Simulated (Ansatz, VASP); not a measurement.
## Two plane-wave programs on ZnAu

```
Zn Au
1.0
     2.88347    0.00000    0.00000
     0.00000    2.88347    0.00000
     0.00000    0.00000    3.74851
Zn Au
1 1
Cartesian
  1.4417 1.4417 1.8743
  0.0000 0.0000 0.0000
```

Alike in both runs: task single point; functional PBEsol; k mesh 16 × 16 × 16; occupations gaussian, width 0.15 eV; no spin polarisation.

|  | VASP | Ansatz |
| --- | --- | --- |
| version | VASP 6.6.1 | Ansatz 0.2.0 |
| potentials or method | VASP PAW PBE potentials, release 64 (Zn, Au), cutoff 520 eV | scalar-relativistic, plane waves, PAW |
| valence electrons in the cell | 23 | 31 |

VASP gave:

```
gap on the k mesh at the Fermi level (eV)                     : none
pressure (GPa)                                                : -1.7
traceless stress, the component that is largest in VASP (GPa) : -2.15
```

Problem. Estimate Ansatz's values.

Solution. gap on the k mesh at the Fermi level (eV): none; pressure (GPa): -1.8; traceless stress, the component that is largest in VASP (GPa): -2.21.

VASP's potentials were made for PBE, not for PBEsol. A gap of «none» marks a metal or a gap that the smearing closes. VASP's potentials hold 23 valence electrons a cell and Ansatz's 31, so a difference there can come from the potentials and not from the codes.

Spin-orbit coupling is off throughout.
